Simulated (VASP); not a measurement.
# TiC3 (Fm-3m) in VASP: notebook

Runs on TiC3. Level: PBE. Tasks: single point.

All numbers are computed with VASP 6.6.1; they aren't measurements. Logs are shortened: lines on timing, memory, paths and dates and some standing lists are left out, and cuts for length are marked.

## (1) The cell of the first run

Symmetry: Fm-3m, No. 225, cubic system. Conventional cell: a = 5.220 Å, b = 5.220 Å, c = 5.220 Å, α = 90.00°, β = 90.00°, γ = 90.00°. Within 3.0 Å of Ti (site symmetry m-3m) lie 14 C at 2.26 to 2.61 Å. Within 3.0 Å of C (site symmetry m-3m) lie 8 C at 2.26 Å and 6 Ti at 2.61 Å. Within 3.0 Å of C (site symmetry -43m) lie 4 Ti at 2.26 Å and 10 C at 2.26 to 2.61 Å.

## (2) Single point, PBE

INCAR

```
SYSTEM = TiC3
PREC = Accurate
ENCUT = 520
EDIFF = 1E-6
ISMEAR = 0
SIGMA = 0.1
LREAL = .False.
LASPH = .True.
NELM = 100
ALGO = Normal
ISIF = 2
LWAVE = .False.
LCHARG = .False.
GGA = PE
NBANDS = 20
```

KPOINTS

```
Automatic mesh
0
Gamma
  6 6 6
  0 0 0
```

POSCAR

```
TiC3
1.0
    0.0000000000      2.6102454781      2.6102454781
    2.6102454781      0.0000000000      2.6102454781
    2.6102454781      2.6102454781      0.0000000000
Ti C
1 3
Direct
    0.0000000000      0.0000000000      0.0000000000
    0.5000000000      0.5000000000      0.5000000000
    0.2500000000      0.2500000000      0.2500000000
    0.7500000000      0.7500000000      0.7500000000
```

Potentials or basis: VASP PAW PBE potentials, release 64 (Ti_sv, C).

The run is started by

```console
$ cat potpaw_PBE.64/Ti_sv/POTCAR potpaw_PBE.64/C/POTCAR > POTCAR
$ mpirun -np 1 vasp_std > vasp.out
```

OUTCAR:

```text
SYSTEM = TiC3
   PREC = Accurate
   ENCUT = 520
   EDIFF = 1E-6
   ISMEAR = 0
   LREAL = .False.
   LASPH = .True.
   NELM = 100
   ISIF = 2
   GGA = PE

 ion  position               nearest neighbor table
   1  0.000  0.000  0.000-   4 2.26   4 2.26   4 2.26   3 2.26   4 2.26   3 2.26   3 2.26   3 2.26

   2  0.500  0.500  0.500-
   3  0.250  0.250  0.250-   1 2.26   1 2.26   1 2.26   1 2.26
   4  0.750  0.750  0.750-   1 2.26   1 2.26   1 2.26   1 2.26

  LATTYP: Found a face centered cubic cell.
 ALAT       =     5.2204909562

  Lattice vectors:

 A1 = (   0.0000000000,   2.6102454781,   2.6102454781)
 A2 = (   2.6102454781,   0.0000000000,   2.6102454781)
 A3 = (   2.6102454781,   2.6102454781,   0.0000000000)

Analysis of symmetry for initial positions (statically):
=====================================================================
 Subroutine PRICEL returns:
 Original cell was already a primitive cell.

 Routine SETGRP: Setting up the symmetry group for a
 face centered cubic supercell.

 Subroutine GETGRP returns: Found 48 space group operations
 (whereof 48 operations were pure point group operations)
 out of a pool of 48 trial point group operations.

The static configuration has the point symmetry O_h .

Analysis of symmetry for dynamics (positions and initial velocities):
=====================================================================
 Subroutine PRICEL returns:
 Original cell was already a primitive cell.

 Routine SETGRP: Setting up the symmetry group for a
 face centered cubic supercell.

 Subroutine GETGRP returns: Found 48 space group operations
 (whereof 48 operations were pure point group operations)
 out of a pool of 48 trial point group operations.

The dynamic configuration has the point symmetry O_h .

 Subroutine INISYM returns: Found 48 space group operations
 (whereof 48 operations are pure point group operations),
 and found     1 'primitive' translations

----------------------------------------------------------------------------------------

                                     Primitive cell

  volume of cell :      35.5692

  direct lattice vectors                    reciprocal lattice vectors
     0.000000000  2.610245478  2.610245478    -0.191552865  0.191552865  0.191552865
     2.610245478  0.000000000  2.610245478     0.191552865 -0.191552865  0.191552865
     2.610245478  2.610245478  0.000000000     0.191552865  0.191552865 -0.191552865
[... 71 lines left out ...]
   ISTART =      0    job   : 0-new  1-cont  2-samecut
   ICHARG =      2    charge: 1-file 2-atom 10-const
   ISPIN  =      1    spin polarized calculation?
   LNONCOLLINEAR =      F non collinear calculations
   LSORBIT =      F    spin-orbit coupling
   LASPH  =      T    aspherical Exc in radial PAW
   ENCUT  =  520.0 eV  38.22 Ry    6.18 a.u.   6.86  6.86  6.86*2*pi/ulx,y,z
   NELM   =    100;   NELMIN=  2; NELMDL= -5     # of ELM steps
   EDIFF  = 0.1E-05   stopping-criterion for ELM
   LREAL  =      F    real-space projection
[... 7 lines left out ...]
   TEBEG  =    0.0;   TEEND  =   0.0 temperature during run
   PSTRESS=    0.0 pullay stress
   NELECT =      24.0000    total number of electrons
   NUPDOWN=      -1.0000    fix difference up-down
   EMIN   =  10.00;   EMAX   =-10.00  energy-range for DOS
   EFERMI =   0.00;   METHOD = LEGACY
   ISMEAR =     0;   SIGMA  =   0.10  broadening in eV -4-tet -1-fermi 0-gaus
   EFERMI_NEDOS =   21; number of points for ismear=-14 and -15
   IALGO  =     38    algorithm
   IMIX   =      4    mixing-type and parameters
     AMIX     =   0.40;   BMIX     =  1.00
     AMIX_MAG =   1.60;   BMIX_MAG =  1.00
  volume/ion in A,a.u.               =       8.89        60.01
  Fermi-wavevector in a.u.,A,eV,Ry     =   1.435888  2.713435 28.052142  2.061774
  Thomas-Fermi vector in A             =   2.555137
   LORBIT       =      0    0 simple, 1 ext, 2 COOP (PROOUT), +10 PAW based schemes
   GGA     = PE    functional components
   LHFCALC =     F    Hartree Fock is set to
   AEXX    =    0.0000 exact exchange contribution
   IVDW    =     0    specifies the selected vdW correction
   LEPSILON=     F    determine dielectric tensor
   LRPA    =     F    only Hartree local field effects (RPA)
 non-spin polarized calculation
 Gauss-broadening in eV      SIGMA  =   0.10
  energy-cutoff  :      520.00
  volume of cell :       35.57
 maximum number of plane-waves:       982
   NGX = 13   NGY = 13   NGZ = 13

 number of electron      24.0000005 magnetization

 Free energy of the ion-electron system (eV)
  ---------------------------------------------------
  ext. energy  EPLUGINS =         0.00000000
  ---------------------------------------------------
  free energy    TOTEN  =       -26.10049680 eV

  energy without entropy =      -26.09418472  energy(sigma->0) =      -26.09734076

 E-fermi :   8.6052     XC(G=0): -12.6223

 val. band max:        8.4878352460   @ k =  -0.1667   0.1667   0.0000
 cond. band min:       8.6665932035   @ k =   0.3333   0.1667   0.0000
 fundamental gap:      0.1787579575
 Fermi energy:         8.6052097971

 k-point     1 :       0.0000    0.0000    0.0000
  band No.  band energies     occupation
      1     -48.3661      2.00000
      2     -24.6122      2.00000
      3     -24.6122      2.00000
      4     -24.6122      2.00000
      5      -6.9540      2.00000
      6       2.2836      2.00000
[... 357 lines left out ...]
     19      13.5283      0.00000
     20      13.8291      0.00000

------------------------ aborting loop because EDIFF is reached ----------------------------------------

  FORCE on cell =-STRESS in cart. coord.  units (eV):
  Direction    XX          YY          ZZ          XY          YZ          ZX
  --------------------------------------------------------------------------------------
  -------------------------------------------------------------------------------------
  Total       -0.0149764     -0.0149764     -0.0149764      0.0000000      0.0000000      0.0000000
  in kB       -0.6745969     -0.6745969     -0.6745969      0.0000000      0.0000000      0.0000000
  external PRESSURE =      -0.6745969 kB  Pullay stress =       0.0000000 kB

 VOLUME and BASIS-vectors are now :
 -----------------------------------------------------------------------------
  energy-cutoff  :      520.00
  volume of cell :       35.57
      direct lattice vectors                 reciprocal lattice vectors
     0.000000000  2.610245478  2.610245478    -0.191552865  0.191552865  0.191552865
     2.610245478  0.000000000  2.610245478     0.191552865 -0.191552865  0.191552865
     2.610245478  2.610245478  0.000000000     0.191552865  0.191552865 -0.191552865

 POSITION                                       TOTAL-FORCE (eV/Angst)
 -----------------------------------------------------------------------------------
      0.00000      0.00000      0.00000         0.000000      0.000000      0.000000
      2.61025      2.61025      2.61025         0.000000      0.000000      0.000000
      1.30512      1.30512      1.30512        -0.000000     -0.000000     -0.000000
      3.91537      3.91537      3.91537         0.000000      0.000000      0.000000
 -----------------------------------------------------------------------------------
    total drift:                               -0.000000     -0.000000      0.000000

  FREE ENERGIE OF THE ION-ELECTRON SYSTEM (eV)
  ---------------------------------------------------
  free  energy   TOTEN  =       -26.1004967988 eV

  energy  without entropy=      -26.0941847217  energy(sigma->0) =      -26.09734076
```

stdout:

```text
POSCAR found type information on POSCAR TiC
 POSCAR found :  2 types and       4 ions
 scaLAPACK will be used
 LDA part: xc-table for (Slater+PW92), standard interpolation
 POSCAR, INCAR and KPOINTS ok, starting setup
 FFT: planning ... GRIDC
 FFT: planning ... GRID_SOFT
 FFT: planning ... GRID
 WAVECAR not read
 entering main loop
```

Run time: 11 s. Hardware: 1 thread of Intel Xeon 6975P-C (Granite Rapids), shared host; peak memory 0.15 GiB.

What came out:

| Property | Result |
| --- | --- |
| Free energy | -26.1005 eV |
| Pressure | -0.1 GPa |
| Band gap on the k mesh | zero (band 12 reaches 8.87 eV, above the bottom of band 13 at 6.50 eV) |

## (3) Single point, PBE

This run uses another cell than the first one, of 15.22 Å³/atom, 1.711 times its volume.

INCAR

```
PREC = Accurate
ENCUT = 520
EDIFF = 1E-6
ISMEAR = 0
SIGMA = 0.1
LREAL = False
LASPH = True
NELM = 80
ALGO = Normal
ISIF = 2
LWAVE = False
LCHARG = True
GGA = PE
LELF = True
LVHAR = True
NBANDS = 20
```

KPOINTS

```
regular mesh
0
Gamma
  6 6 6
```

POSCAR

```
TiC3
1.0
    0.0000000000      3.1221516600      3.1221516600
    3.1221516600      0.0000000000      3.1221516600
    3.1221516600      3.1221516600      0.0000000000
Ti C
1 3
Direct
    0.0000000000      0.0000000000      0.0000000000
    0.5000000000      0.5000000000      0.5000000000
    0.2500000000      0.2500000000      0.2500000000
    0.7500000000      0.7500000000      0.7500000000
```

Potentials or basis: VASP PAW PBE potentials, release 64 (Ti_sv, C).

The run is started by

```console
$ cat potpaw_PBE.64/Ti_sv/POTCAR potpaw_PBE.64/C/POTCAR > POTCAR
$ mpirun -np 1 vasp_std > vasp.out
```

It took 14 s on 1 thread of Intel Xeon 6975P-C (Granite Rapids), shared host; peak memory 0.2 GiB.

It converged, with:

| Quantity | Value |
| --- | --- |
| Free energy | -21.8792 eV |
| Pressure | -33.8 GPa |
| Band gap on the k mesh | zero (band 12 reaches 3.37 eV, above the bottom of band 13 at 2.37 eV) |

Levels at points of the mesh, in eV from the Fermi level:
```
           k point  band 9  band 10  band 11  band 12  band 13  band 14  band 15  band 16
(0.00, 0.00, 0.00)   -2.26    -2.26    -0.83    -0.83    -0.83     0.59     0.59     1.80
(0.50, 0.00, 0.00)   -2.62    -1.83    -0.38    -0.38     0.17     0.17     0.78     1.30
(0.50, 0.50, 0.00)   -3.15    -1.93    -0.16    -0.16     0.82     0.85     1.06     1.43
```
